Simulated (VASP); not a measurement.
Input of a VASP 6.6.1 run:

The input INCAR:

```
PREC = Accurate ; ENCUT = 520
EDIFF = 1E-7 ; ISMEAR = 0
SIGMA = 0.15 ; LREAL = F
LASPH = T ; NELM = 80
ALGO = Fast ; ISIF = 2
LWAVE = F ; LCHARG = T
GGA = PE ; LELF = T
LVHAR = T ; NBANDS = 13
```

The input KPOINTS:

```
regular mesh
0
Gamma
  20 20 20
```

File POSCAR:

```
Mo
1.0
   -1.3352976768      1.6513444642      1.7540596701
    1.3352976768     -1.6513444642      1.7540596701
    1.3352976768      1.6513444642     -1.7540596701
Mo
1
Direct
    0.0000000000      0.0000000000      0.0000000000
```

Potentials or basis: VASP PAW PBE potentials, release 64 (Mo_sv).

Run with:

```console
$ cat potpaw_PBE.64/Mo_sv/POTCAR > POTCAR
$ mpirun -np 1 vasp_std > vasp.out
```

Question: What does it give for the band gap on the k mesh?

Answer: Zero (band 7 reaches 16.76 eV, above the bottom of band 8 at 11.05 eV).

Question: What does it give for the pressure?

Answer: 12.7 GPa.

Stress tensor (GPa, compression positive):
```
32.09  0.00  0.00
 0.00  3.75  0.00
 0.00  0.00  2.23
```

Caveat: the cell differs from its parent crystal (strain +e along x and -e along y -0.1000, strain +e along z and -e/2 along x and y +0.1100).
